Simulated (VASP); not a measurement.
# AlN (P6_3mc) in VASP: notebook

The runs below take AlN through single point, relaxation of cell and atoms, with PBEsol.

Program: VASP 6.6.1. These are calculated values, not measurements. Logs are shortened: lines on timing, memory, paths and dates and some standing lists are left out, and cuts for length are marked.

## Step 1: The cell of the first run

The structure is hexagonal, space group P6_3mc (No. 186). Conventional cell: a = 3.122 Å, b = 3.122 Å, c = 5.040 Å, α = 90.00°, β = 90.00°, γ = 120.00°. Al (site symmetry 3m) has 4 N at 1.90 to 1.91 Å within 2.5 Å. Within 2.5 Å of N (site symmetry 3m) lie 4 Al at 1.90 to 1.91 Å.

## Step 2: Single point, PBEsol

Input file INCAR:

```
SYSTEM = AlN
PREC     = Accurate       ! precision mode
ENCUT    = 600            ! plane-wave cutoff, eV
EDIFF    = 1E-6           ! SCF threshold, eV
ISMEAR   = 0              ! smearing method
SIGMA    = 0.1            ! smearing width, eV
LREAL    = .False.        ! projectors in reciprocal space
LASPH    = .True.         ! aspherical terms in the spheres
NELM     = 120            ! most SCF steps
ALGO     = Normal         ! electronic algorithm
ISIF     = 2              ! what is computed and relaxed
LWAVE    = .False.        ! write WAVECAR
LCHARG   = .True.         ! write CHGCAR
GGA      = PS             ! functional
LELF     = .True.         ! ELF
LVHAR    = .True.       
NBANDS   = 16             ! bands
GGA_COMPAT= .False.
```

Input file KPOINTS:

```
Automatic mesh
0
Gamma
  6 6 4
  0 0 0
```

Input file POSCAR:

```
AlN
1.0
    3.1215067000      0.0000000000      0.0000000000
   -1.5607533500      2.7033041000      0.0000000000
    0.0000000000      0.0000000000      5.0397437100
Al N
2 2
Direct
    0.6666666700      0.3333333300      0.5004769300
    0.3333333300      0.6666666700      0.0004769300
    0.6666666700      0.3333333300      0.8795230700
    0.3333333300      0.6666666700      0.3795230700
```

Potentials or basis: VASP PAW PBE potentials, release 64 (Al, N).

The run is started by

```console
$ cat potpaw_PBE.64/Al/POTCAR potpaw_PBE.64/N/POTCAR > POTCAR
$ mpirun -np 1 vasp_std > vasp.out
```

OUTCAR:

```text
SYSTEM = AlN
   PREC = Accurate
   ENCUT = 600
   EDIFF = 1E-6
   ISMEAR = 0
   LREAL = .False.
   LASPH = .True.
   NELM = 120
   ISIF = 2
   GGA = PS

 ion  position               nearest neighbor table
   1  0.667  0.333  0.500-   4 1.90   4 1.90   4 1.90   3 1.91   2 3.10   2 3.10   2 3.10   2 3.10
                             2 3.10   2 3.10
   2  0.333  0.667  0.000-   3 1.90   3 1.90   3 1.90   4 1.91   1 3.10   1 3.10   1 3.10   1 3.10
                             1 3.10   1 3.10
   3  0.667  0.333  0.880-   2 1.90   2 1.90   2 1.90   1 1.91
   4  0.333  0.667  0.380-   1 1.90   1 1.90   1 1.90   2 1.91

  LATTYP: Found a hexagonal cell.
 ALAT       =     3.1215067000
 C/A-ratio  =     1.6145227912

  Lattice vectors:

 A1 = (   3.1215067000,   0.0000000000,   0.0000000000)
 A2 = (  -1.5607533500,   2.7033041000,   0.0000000000)
 A3 = (   0.0000000000,   0.0000000000,   5.0397437100)

Analysis of symmetry for initial positions (statically):
=====================================================================
 Subroutine PRICEL returns:
 Original cell was already a primitive cell.

 Routine SETGRP: Setting up the symmetry group for a
 hexagonal supercell.

 Subroutine GETGRP returns: Found 12 space group operations
 (whereof  6 operations were pure point group operations)
 out of a pool of 24 trial point group operations.

The static configuration has the point symmetry C_3v.
 The point group associated with its full space group is C_6v.

Analysis of symmetry for dynamics (positions and initial velocities):
=====================================================================
 Subroutine PRICEL returns:
 Original cell was already a primitive cell.

 Routine SETGRP: Setting up the symmetry group for a
 hexagonal supercell.

 Subroutine GETGRP returns: Found 12 space group operations
 (whereof  6 operations were pure point group operations)
 out of a pool of 24 trial point group operations.

The dynamic configuration has the point symmetry C_3v.
 The point group associated with its full space group is C_6v.

 Subroutine INISYM returns: Found 12 space group operations
 (whereof  6 operations are pure point group operations),
 and found     1 'primitive' translations

----------------------------------------------------------------------------------------

                                     Primitive cell

  volume of cell :      42.5273

  direct lattice vectors                    reciprocal lattice vectors
     3.121506700  0.000000000  0.000000000     0.320358114  0.184958844  0.000000000
    -1.560753350  2.703304100  0.000000000     0.000000000  0.369917687  0.000000000
     0.000000000  0.000000000  5.039743710     0.000000000  0.000000000  0.198422788

  length of vectors
     3.121506700  3.121506700  5.039743710     0.369917687  0.369917687  0.198422788

  position of ions in fractional coordinates (direct lattice)
     0.666666670  0.333333330  0.500476930
     0.333333330  0.666666670  0.000476930
     0.666666670  0.333333330  0.879523070
     0.333333330  0.666666670  0.379523070

  ion indices of the primitive-cell ions
   primitive index   ion index
                 1           1
                 2           2
                 3           3
                 4           4

----------------------------------------------------------------------------------------

 KPOINTS: Automatic mesh

Automatic generation of k-mesh.
 Grid dimensions read from file:
 generate k-points for:    6    6    4

 Generating k-lattice:

  Cartesian coordinates                     Fractional coordinates (reciprocal lattice)
     0.053393019  0.030826474  0.000000000     0.166666667  0.000000000  0.000000000
     0.000000000  0.061652948  0.000000000     0.000000000  0.166666667  0.000000000
     0.000000000  0.000000000  0.049605697     0.000000000  0.000000000  0.250000000

  Length of vectors
     0.061652948  0.061652948  0.049605697

  Shift w.r.t. Gamma in fractional coordinates (k-lattice)
     0.000000000  0.000000000  0.000000000

 Subroutine IBZKPT returns following result:
 ===========================================

 Found     21 irreducible k-points:

 Following reciprocal coordinates:
            Coordinates               Weight
  0.000000  0.000000  0.000000      1.000000
  0.166667  0.000000  0.000000      6.000000
  0.333333  0.000000  0.000000      6.000000
  0.500000  0.000000  0.000000      3.000000
  0.166667  0.166667  0.000000      6.000000
  0.333333  0.166667  0.000000     12.000000
[... 13 lines left out ...]
  0.333333  0.166667  0.500000     12.000000
  0.333333  0.333333  0.500000      2.000000
   k-points           NKPTS =     21   k-points in BZ     NKDIM =     21   number of bands    NBANDS=     16
   number of dos      NEDOS =    301   number of ions     NIONS =      4
   total plane-waves  NPLWV =  31360
   dimension x,y,z NGX =    28 NGY =   28 NGZ =   40
   dimension x,y,z NGXF=    56 NGYF=   56 NGZF=   80
   ions per type =               2   2
   NGX,Y,Z   is equivalent  to a cutoff of  14.91, 14.91, 13.19 a.u.
   NGXF,Y,Z  is equivalent  to a cutoff of  29.82, 29.82, 26.39 a.u.
 SYSTEM =  AlN
   PREC   = accura    normal or accurate (medium, high low for compatibility)
   ISTART =      0    job   : 0-new  1-cont  2-samecut
   ICHARG =      2    charge: 1-file 2-atom 10-const
   ISPIN  =      1    spin polarized calculation?
   LNONCOLLINEAR =      F non collinear calculations
   LSORBIT =      F    spin-orbit coupling
   LASPH  =      T    aspherical Exc in radial PAW
   ENCUT  =  600.0 eV  44.10 Ry    6.64 a.u.   6.23  6.23 10.07*2*pi/ulx,y,z
   NELM   =    120;   NELMIN=  2; NELMDL= -5     # of ELM steps
   EDIFF  = 0.1E-05   stopping-criterion for ELM
   LREAL  =      F    real-space projection
   EDIFFG = 0.1E-04   stopping-criterion for IOM
   NSW    =      0    number of steps for IOM
   IBRION =     -1    ionic relax: 0-MD 1-quasi-New 2-CG
   NFREE  =      0    steps in history (QN), initial steepest desc. (CG)
   ISIF   =      2    stress and relaxation
   ISYM   =      2    0-nonsym 1-usesym 2-fastsym
   POTIM  = 0.5000    time-step for ionic-motion
   TEBEG  =    0.0;   TEEND  =   0.0 temperature during run
   PSTRESS=    0.0 pullay stress
   NELECT =      16.0000    total number of electrons
   NUPDOWN=      -1.0000    fix difference up-down
   EMIN   =  10.00;   EMAX   =-10.00  energy-range for DOS
   EFERMI =   0.00;   METHOD = LEGACY
   ISMEAR =     0;   SIGMA  =   0.10  broadening in eV -4-tet -1-fermi 0-gaus
   EFERMI_NEDOS =   21; number of points for ismear=-14 and -15
   IALGO  =     38    algorithm
   IMIX   =      4    mixing-type and parameters
     AMIX     =   0.40;   BMIX     =  1.00
     AMIX_MAG =   1.60;   BMIX_MAG =  1.00
  volume/ion in A,a.u.               =      10.63        71.75
  Fermi-wavevector in a.u.,A,eV,Ry     =   1.181841  2.233355 19.003903  1.396747
  Thomas-Fermi vector in A             =   2.318106
   LORBIT       =      0    0 simple, 1 ext, 2 COOP (PROOUT), +10 PAW based schemes
   GGA     = PS    functional components
   LHFCALC =     F    Hartree Fock is set to
   AEXX    =    0.0000 exact exchange contribution
   IVDW    =     0    specifies the selected vdW correction
   LEPSILON=     F    determine dielectric tensor
   LRPA    =     F    only Hartree local field effects (RPA)
 non-spin polarized calculation
 Gauss-broadening in eV      SIGMA  =   0.10
  energy-cutoff  :      600.00
  volume of cell :       42.53
 maximum number of plane-waves:      1442
 NGX is ok and might be reduce to    28
   NGX = 13   NGY = 13   NGZ = 21

 number of electron      16.0000000 magnetization

 Free energy of the ion-electron system (eV)
  ---------------------------------------------------
  ext. energy  EPLUGINS =         0.00000000
  ---------------------------------------------------
  free energy    TOTEN  =       -31.30572289 eV

  energy without entropy =      -31.30572289  energy(sigma->0) =      -31.30572289

 E-fermi :   6.2654     XC(G=0): -11.0294

 val. band max:        5.8222476913   @ k =   0.0000   0.0000   0.0000
 cond. band min:       9.8558974115   @ k =   0.0000   0.0000   0.0000
 fundamental gap:      4.0336497202
 Fermi energy:         6.2654414779

 k-point     1 :       0.0000    0.0000    0.0000
  band No.  band energies     occupation
      1      -9.1669      2.00000
      2      -7.0718      2.00000
      3      -0.1215      2.00000
      4       5.0810      2.00000
      5       5.0810      2.00000
      6       5.7075      2.00000
[... 8 lines left out ...]
     15      18.8273      0.00000
     16      18.8273      0.00000

 k-point     2 :       0.1667    0.0000    0.0000
  band No.  band energies     occupation
      1      -8.8211      2.00000
      2      -6.8806      2.00000
      3       0.2948      2.00000
      4       3.6444      2.00000
      5       4.3963      2.00000
      6       4.6891      2.00000
[... 8 lines left out ...]
     15      18.0419      0.00000
     16      18.4835      0.00000

 k-point     3 :       0.3333    0.0000    0.0000
  band No.  band energies     occupation
      1      -7.9287      2.00000
      2      -6.5357      2.00000
      3       1.3887      2.00000
      4       1.4655      2.00000
      5       2.5624      2.00000
      6       4.0993      2.00000
[... 8 lines left out ...]
     15      17.6862      0.00000
     16      20.0598      0.00000

 k-point     4 :       0.5000    0.0000    0.0000
  band No.  band energies     occupation
      1      -7.2070      2.00000
      2      -6.5303      2.00000
      3       0.4520      2.00000
      4       1.7136      2.00000
      5       2.5395      2.00000
      6       3.8535      2.00000
[... 8 lines left out ...]
     15      18.4686      0.00000
     16      20.6551      0.00000
[... 267 lines left out ...]
 k-point    19 :       0.1667    0.1667    0.5000
  band No.  band energies     occupation
      1      -7.4904      2.00000
      2      -7.4904      2.00000
      3       1.6912      2.00000
      4       1.6912      2.00000
      5       4.0649      2.00000
      6       4.0649      2.00000
[... 8 lines left out ...]
     15      18.5899      0.00000
     16      18.5899      0.00000

 k-point    20 :       0.3333    0.1667    0.5000
  band No.  band energies     occupation
      1      -6.8650      2.00000
      2      -6.8649      2.00000
      3       0.7586      2.00000
      4       0.7586      2.00000
      5       3.2841      2.00000
      6       3.2841      2.00000
[... 8 lines left out ...]
     15      19.0917      0.00000
     16      19.0917      0.00000

 k-point    21 :       0.3333    0.3333    0.5000
  band No.  band energies     occupation
      1      -6.6386      2.00000
      2      -6.6386      2.00000
      3       1.0837      2.00000
      4       1.0837      2.00000
      5       2.0433      2.00000
      6       2.0433      2.00000
[... 8 lines left out ...]
     15      19.4767      0.00000
     16      19.4767      0.00000

------------------------ aborting loop because EDIFF is reached ----------------------------------------

  FORCE on cell =-STRESS in cart. coord.  units (eV):
  Direction    XX          YY          ZZ          XY          YZ          ZX
  --------------------------------------------------------------------------------------
  -------------------------------------------------------------------------------------
  Total       -0.7484105     -0.7484105     -1.1049753      0.0000000      0.0000000     -0.0000000
  in kB      -28.1956970    -28.1956970    -41.6289581      0.0000000      0.0000000     -0.0000000
  external PRESSURE =     -32.6734507 kB  Pullay stress =       0.0000000 kB

 VOLUME and BASIS-vectors are now :
 -----------------------------------------------------------------------------
  energy-cutoff  :      600.00
  volume of cell :       42.53
      direct lattice vectors                 reciprocal lattice vectors
     3.121506700  0.000000000  0.000000000     0.320358114  0.184958844  0.000000000
    -1.560753350  2.703304100  0.000000000     0.000000000  0.369917687  0.000000000
     0.000000000  0.000000000  5.039743710     0.000000000  0.000000000  0.198422788

 POSITION                                       TOTAL-FORCE (eV/Angst)
 -----------------------------------------------------------------------------------
      1.56075      0.90110      2.52228        -0.000000      0.000000     -0.079472
     -0.00000      1.80220      0.00240         0.000000     -0.000000     -0.079472
      1.56075      0.90110      4.43257        -0.000000      0.000000      0.079472
     -0.00000      1.80220      1.91270         0.000000     -0.000000      0.079472
 -----------------------------------------------------------------------------------
    total drift:                               -0.000009      0.000005      0.000718

  FREE ENERGIE OF THE ION-ELECTRON SYSTEM (eV)
  ---------------------------------------------------
  free  energy   TOTEN  =       -31.3057228852 eV

  energy  without entropy=      -31.3057228852  energy(sigma->0) =      -31.30572289
```

Run time: 32 s. Hardware: 1 thread of Intel Xeon 8259CL, shared host; peak memory 0.17 GiB.

What came out:

* Free energy: -31.3057 eV
* Pressure: -3.3 GPa
* Largest force: 0.079 eV/Å
* Band gap on the k mesh: 4.03 eV

Forces in eV/Å, atoms in the order of the input:
```
Al   0.000  0.000 -0.079
Al   0.000  0.000 -0.079
N    0.000  0.000  0.079
N    0.000  0.000  0.079
```

Levels at points of the mesh, in eV from the valence-band top:
| k point | band 4 | band 5 | band 6 | band 7 | band 8 | band 9 | band 10 | band 11 | band 12 | band 13 |
| --- | --- | --- | --- | --- | --- | --- | --- | --- | --- | --- |
| (0.00, 0.00, 0.00) | -0.74 | -0.74 | -0.11 | -0.11 | 0.00 | 4.03 | 6.56 | 10.36 | 11.06 | 11.06 |
| (0.50, 0.00, 0.00) | -4.11 | -3.28 | -1.97 | -1.74 | -0.61 | 5.63 | 5.72 | 8.01 | 10.10 | 10.77 |
| (0.00, 0.00, 0.50) | -3.32 | -0.44 | -0.44 | -0.44 | -0.44 | 6.32 | 6.32 | 10.10 | 10.10 | 11.38 |
| (0.50, 0.00, 0.50) | -5.51 | -1.36 | -1.36 | -1.34 | -1.34 | 5.15 | 5.15 | 9.10 | 9.10 | 11.58 |

Caveat: the cell stands under tension; the PAW data sets were made with another functional, which shifts forces and pressure a little.

(Continued in part 2 of 2.)
